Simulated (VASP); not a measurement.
KF:

```
CELL_PARAMETERS angstrom
3.17887 -0.03497 0.00000
-0.03497 3.17887 0.00000
0.00000 0.00000 3.17887
ATOMIC_POSITIONS crystal
K 0.00000 0.00000 0.00000
F 0.50000 0.50000 0.50000
```

This cell differs from its parent crystal: shear xy strain -2.2%.

Base run:

- Program: VASP 6.6.1
- Functional: PBE
- Potentials or basis: VASP PAW PBE potentials, release 64 (K_sv, F)
- Cutoff: 520 eV
- k mesh: 8 × 8 × 8
- Occupations: fermi-dirac, width 0.02 eV
- Spin: no spin polarisation

Its results: band gap on the k mesh 6.80 eV, indirect (least direct gap 6.83 eV); pressure 3.0 GPa.

Task: The run is repeated on the same cell with these changes: functional from PBE to r2SCAN; occupations from fermi-dirac, width 0.02 eV to gaussian, width 0.01 eV. What comes out?

Result: Band gap on the k mesh 7.73 eV, indirect (least direct gap 7.76 eV); pressure 0.0 GPa.

Caveats: the PAW data sets were made with another functional, which shifts forces and pressure a little (some runs).

A k mesh can miss the band edges.
